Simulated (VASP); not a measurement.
# ZnGe2 (Fd-3m) in VASP: relaxation of cell and atoms with PBE

Aim: the relaxation of cell and atoms of ZnGe2 with PBE.

All numbers are computed with VASP 6.6.1; they aren't measurements. Logs are shortened: lines on timing, memory, paths and dates and some standing lists are left out, and cuts for length are marked.

### 1 The cell of the first run

It takes space group Fd-3m (No. 227, cubic). Conventional cell: a = 7.896 Å, b = 7.896 Å, c = 7.896 Å, α = 90.00°, β = 90.00°, γ = 90.00°. Within 4.3 Å of Zn (site symmetry -43m) lie 12 Ge at 3.27 Å and 4 Zn at 3.42 Å. Within 3.7 Å of Ge (site symmetry -3m) lie 6 Ge at 2.79 Å and 6 Zn at 3.27 Å.

### 2 Relaxation of cell and atoms, PBE

Contents of INCAR:

```
SYSTEM = ZnGe2
PREC = Accurate
ENCUT = 600
EDIFF = 1E-7
ISMEAR = 0
SIGMA = 0.1
LREAL = .False.
LASPH = .True.
NELM = 80
ALGO = Normal
ISIF = 3
LWAVE = .False.
LCHARG = .False.
GGA = PE
IBRION = 2
NSW = 100
EDIFFG = -0.01
```

Contents of KPOINTS:

```
regular mesh
0
Gamma
  8 8 8
  0 0 0
```

Contents of POSCAR:

```
ZnGe2
1.0
    0.0000000000      3.9482198609      3.9482198609
    3.9482198609      0.0000000000      3.9482198609
    3.9482198609      3.9482198609      0.0000000000
Zn Ge
2 4
Direct
    0.5000000000      0.5000000000      0.5000000000
    0.7500000000      0.7500000000      0.7500000000
    0.1250000000      0.1250000000      0.1250000000
    0.6250000000      0.1250000000      0.1250000000
    0.1250000000      0.1250000000      0.6250000000
    0.1250000000      0.6250000000      0.1250000000
```

Potentials or basis: VASP PAW PBE potentials, release 64 (Zn, Ge_d).

Command:

```sh
cat potpaw_PBE.64/Zn/POTCAR potpaw_PBE.64/Ge_d/POTCAR > POTCAR
mpirun -np 1 vasp_std > vasp.out
```

OUTCAR:

```text
SYSTEM = ZnGe2
   PREC = Accurate
   ENCUT = 600
   EDIFF = 1E-7
   ISMEAR = 0
   LREAL = .False.
   LASPH = .True.
   NELM = 80
   ISIF = 3
   GGA = PE
   IBRION = 2
   NSW = 100
   EDIFFG = -0.01

 ion  position               nearest neighbor table
   1  0.500  0.500  0.500-
   2  0.750  0.750  0.750-
   3  0.125  0.125  0.125-   4 2.79   5 2.79   6 2.79   5 2.79   6 2.79   4 2.79
   4  0.625  0.125  0.125-   3 2.79   5 2.79   6 2.79   3 2.79   5 2.79   6 2.79
   5  0.125  0.125  0.625-   3 2.79   3 2.79   4 2.79   6 2.79   6 2.79   4 2.79
   6  0.125  0.625  0.125-   3 2.79   5 2.79   3 2.79   4 2.79   5 2.79   4 2.79

  LATTYP: Found a face centered cubic cell.
 ALAT       =     7.8964397218

  Lattice vectors:

 A1 = (   0.0000000000,   3.9482198609,   3.9482198609)
 A2 = (   3.9482198609,   0.0000000000,   3.9482198609)
 A3 = (   3.9482198609,   3.9482198609,   0.0000000000)

Analysis of symmetry for initial positions (statically):
=====================================================================
 Subroutine PRICEL returns:
 Original cell was already a primitive cell.

 Routine SETGRP: Setting up the symmetry group for a
 face centered cubic supercell.

 Subroutine GETGRP returns: Found 48 space group operations
 (whereof 24 operations were pure point group operations)
 out of a pool of 48 trial point group operations.

The static configuration has the point symmetry T_d .
 The point group associated with its full space group is O_h .

Analysis of symmetry for dynamics (positions and initial velocities):
=====================================================================
 Subroutine PRICEL returns:
 Original cell was already a primitive cell.

 Routine SETGRP: Setting up the symmetry group for a
 face centered cubic supercell.

 Subroutine GETGRP returns: Found 48 space group operations
 (whereof 24 operations were pure point group operations)
 out of a pool of 48 trial point group operations.

The dynamic configuration has the point symmetry T_d .
 The point group associated with its full space group is O_h .

 Subroutine INISYM returns: Found 48 space group operations
 (whereof 24 operations are pure point group operations),
 and found     1 'primitive' translations

----------------------------------------------------------------------------------------

                                     Primitive cell

  volume of cell :     123.0932

  direct lattice vectors                    reciprocal lattice vectors
     0.000000000  3.948219861  3.948219861    -0.126639351  0.126639351  0.126639351
     3.948219861  0.000000000  3.948219861     0.126639351 -0.126639351  0.126639351
     3.948219861  3.948219861  0.000000000     0.126639351  0.126639351 -0.126639351

  length of vectors
     5.583626075  5.583626075  5.583626075     0.219345790  0.219345790  0.219345790

  position of ions in fractional coordinates (direct lattice)
     0.500000000  0.500000000  0.500000000
     0.750000000  0.750000000  0.750000000
     0.125000000  0.125000000  0.125000000
     0.625000000  0.125000000  0.125000000
     0.125000000  0.125000000  0.625000000
     0.125000000  0.625000000  0.125000000

  ion indices of the primitive-cell ions
   primitive index   ion index
                 1           1
                 2           2
                 3           3
                 4           4
                 5           5
                 6           6

----------------------------------------------------------------------------------------

[... 79 lines left out ...]
   PSTRESS=    0.0 pullay stress
   NELECT =      80.0000    total number of electrons
   NUPDOWN=      -1.0000    fix difference up-down
   EMIN   =  10.00;   EMAX   =-10.00  energy-range for DOS
   EFERMI =   0.00;   METHOD = LEGACY
   ISMEAR =     0;   SIGMA  =   0.10  broadening in eV -4-tet -1-fermi 0-gaus
   EFERMI_NEDOS =   21; number of points for ismear=-14 and -15
   IALGO  =     38    algorithm
   IMIX   =      4    mixing-type and parameters
     AMIX     =   0.40;   BMIX     =  1.00
     AMIX_MAG =   1.60;   BMIX_MAG =  1.00
  volume/ion in A,a.u.               =      20.52       138.45
  Fermi-wavevector in a.u.,A,eV,Ry     =   1.418056  2.679738 27.359737  2.010884
  Thomas-Fermi vector in A             =   2.539222
   LORBIT       =      0    0 simple, 1 ext, 2 COOP (PROOUT), +10 PAW based schemes
   GGA     = PE    functional components
   LHFCALC =     F    Hartree Fock is set to
   AEXX    =    0.0000 exact exchange contribution
   IVDW    =     0    specifies the selected vdW correction
   LEPSILON=     F    determine dielectric tensor
   LRPA    =     F    only Hartree local field effects (RPA)
 conjugate gradient relaxation of ions
 non-spin polarized calculation
 Gauss-broadening in eV      SIGMA  =   0.10
  energy-cutoff  :      600.00
  volume of cell :      123.09
 maximum number of plane-waves:      4128
 NGX is ok and might be reduce to    48
   NGX = 23   NGY = 23   NGZ = 23

--------------------------------------- Ionic step        1  -------------------------------------------

 number of electron      79.9999998 magnetization

 Free energy of the ion-electron system (eV)
  ---------------------------------------------------
  ext. energy  EPLUGINS =         0.00000000
  ---------------------------------------------------
  free energy    TOTEN  =       -17.86237751 eV

  energy without entropy =      -17.85159526  energy(sigma->0) =      -17.85698639

------------------------ aborting loop because EDIFF is reached ----------------------------------------

  FORCE on cell =-STRESS in cart. coord.  units (eV):
  Direction    XX          YY          ZZ          XY          YZ          ZX
  --------------------------------------------------------------------------------------
  -------------------------------------------------------------------------------------
  Total       -1.0210315     -1.0210315     -1.0210315     -0.0000000      0.0000000      0.0000000
  in kB      -13.2897176    -13.2897176    -13.2897176     -0.0000000      0.0000000      0.0000000
  external PRESSURE =     -13.2897176 kB  Pullay stress =       0.0000000 kB

 VOLUME and BASIS-vectors are now :
 -----------------------------------------------------------------------------
  energy-cutoff  :      600.00
  volume of cell :      123.09
      direct lattice vectors                 reciprocal lattice vectors
     0.000000000  3.948219861  3.948219861    -0.126639351  0.126639351  0.126639351
     3.948219861  0.000000000  3.948219861     0.126639351 -0.126639351  0.126639351
     3.948219861  3.948219861  0.000000000     0.126639351  0.126639351 -0.126639351

 POSITION                                       TOTAL-FORCE (eV/Angst)
 -----------------------------------------------------------------------------------
      3.94822      3.94822      3.94822         0.000000      0.000000      0.000000
      5.92233      5.92233      5.92233        -0.000000     -0.000000     -0.000000
      0.98705      0.98705      0.98705         0.000000      0.000000     -0.000000
      0.98705      2.96116      2.96116         0.000000      0.000000     -0.000000
      2.96116      2.96116      0.98705         0.000000      0.000000     -0.000000
      2.96116      0.98705      2.96116         0.000000      0.000000     -0.000000
 -----------------------------------------------------------------------------------
    total drift:                                0.000000      0.000000      0.000000

  FREE ENERGIE OF THE ION-ELECTRON SYSTEM (eV)
  ---------------------------------------------------
  free  energy   TOTEN  =       -17.8623775122 eV

  energy  without entropy=      -17.8515952633  energy(sigma->0) =      -17.85698639

--------------------------------------- Ionic step        2  -------------------------------------------

 number of electron      80.0000042 magnetization

 Free energy of the ion-electron system (eV)
  ---------------------------------------------------
  ext. energy  EPLUGINS =         0.00000000
  ---------------------------------------------------
  free energy    TOTEN  =       -17.87499412 eV

  energy without entropy =      -17.86316897  energy(sigma->0) =      -17.86908154

 E-fermi :   4.5264     XC(G=0): -10.6807

 val. band max:        4.4579911650   @ k =  -0.2500   0.1250   0.0000
 cond. band min:       4.5275326621   @ k =   0.1250   0.1250   0.0000
 fundamental gap:      0.0695414971
 Fermi energy:         4.5263755380

 k-point     1 :       0.0000    0.0000    0.0000
  band No.  band energies     occupation
      1     -20.3192      2.00000
      2     -20.2652      2.00000
      3     -20.2652      2.00000
      4     -20.2647      2.00000
      5     -20.2647      2.00000
      6     -20.2647      2.00000
[... 1213 lines left out ...]
     47       8.9311      0.00000
     48       9.8481      0.00000

 [... further k-points ...]

------------------------ aborting loop because EDIFF is reached ----------------------------------------

  FORCE on cell =-STRESS in cart. coord.  units (eV):
  Direction    XX          YY          ZZ          XY          YZ          ZX
  --------------------------------------------------------------------------------------
  -------------------------------------------------------------------------------------
  Total       -0.0290183     -0.0290183     -0.0290183      0.0000000      0.0000000     -0.0000000
  in kB       -0.3871589     -0.3871589     -0.3871589      0.0000000      0.0000000     -0.0000000
  external PRESSURE =      -0.3871589 kB  Pullay stress =       0.0000000 kB

 VOLUME and BASIS-vectors are now :
 -----------------------------------------------------------------------------
  energy-cutoff  :      600.00
  volume of cell :      120.09
      direct lattice vectors                 reciprocal lattice vectors
    -0.000000000  3.915806772  3.915806772    -0.127687608  0.127687608  0.127687608
     3.915806772  0.000000000  3.915806772     0.127687608 -0.127687608  0.127687608
     3.915806772  3.915806772  0.000000000     0.127687608  0.127687608 -0.127687608

 POSITION                                       TOTAL-FORCE (eV/Angst)
 -----------------------------------------------------------------------------------
      3.91581      3.91581      3.91581        -0.000000     -0.000000     -0.000000
      5.87371      5.87371      5.87371         0.000000      0.000000      0.000000
      0.97895      0.97895      0.97895         0.000000      0.000000     -0.000000
      0.97895      2.93686      2.93686         0.000000      0.000000     -0.000000
      2.93686      2.93686      0.97895         0.000000      0.000000     -0.000000
      2.93686      0.97895      2.93686         0.000000      0.000000     -0.000000
 -----------------------------------------------------------------------------------
    total drift:                                0.000000      0.000000      0.000000

  FREE ENERGIE OF THE ION-ELECTRON SYSTEM (eV)
  ---------------------------------------------------
  free  energy   TOTEN  =       -17.8749941186 eV

  energy  without entropy=      -17.8631689665  energy(sigma->0) =      -17.86908154

 reached required accuracy - stopping structural energy minimisation
```

It took 8.3 min on 1 thread of AMD EPYC 7R43 (Zen 3), shared host; peak memory 0.38 GiB.

What came out:

```yaml
Free_energy: -17.8750 eV
Relaxed_volume: 20.01 Å³/atom
Relaxed_cell: a = 5.538 Å, b = 5.538 Å, c = 5.538 Å, α = 60.00°, β = 60.00°, γ = 60.00°
Space_group_after_relaxing_to_0.1_Å: Fd-3m (No. 227)
Energy_gained_by_relaxing: 2.1 meV/atom
Ionic_steps: 2
Pressure_after_relaxing: 0.0 GPa
Band_gap_on_the_k_mesh: zero (bands 40 and 41 overlap by 1.89 eV)
```

Step by step:
```csv
step,energy change (eV),largest force (eV/Å),pressure (GPa),volume (Å³)
1,0.0000,0.0000,-1.33,123.09
2,-0.0126,0.0000,-0.04,120.09
```

Final structure:
```
Zn Ge
1.0
     0.00000    3.91581    3.91581
     3.91581    0.00000    3.91581
     3.91581    3.91581    0.00000
Zn Ge
2 4
Direct
  0.50000 0.50000 0.50000
  0.75000 0.75000 0.75000
  0.12500 0.12500 0.12500
  0.62500 0.12500 0.12500
  0.12500 0.12500 0.62500
  0.12500 0.62500 0.12500
```

Levels at points of the mesh, in eV from the Fermi level:
```tsv
k point	band 36	band 37	band 38	band 39	band 40	band 41	band 42	band 43	band 44	band 45
(0.00, 0.00, 0.00)	-3.36	-3.36	-3.36	-3.05	-1.00	-1.00	0.18	1.28	1.28	1.28
(0.50, 0.00, 0.00)	-3.11	-3.11	-1.89	-0.95	0.57	0.57	0.76	0.81	0.81	3.50
(0.50, 0.50, 0.00)	-4.96	0.01	0.01	0.28	0.28	0.89	0.89	1.28	1.28	3.14
```

The gap in the log of VASP goes by the Fermi energy; the results here count the filled bands.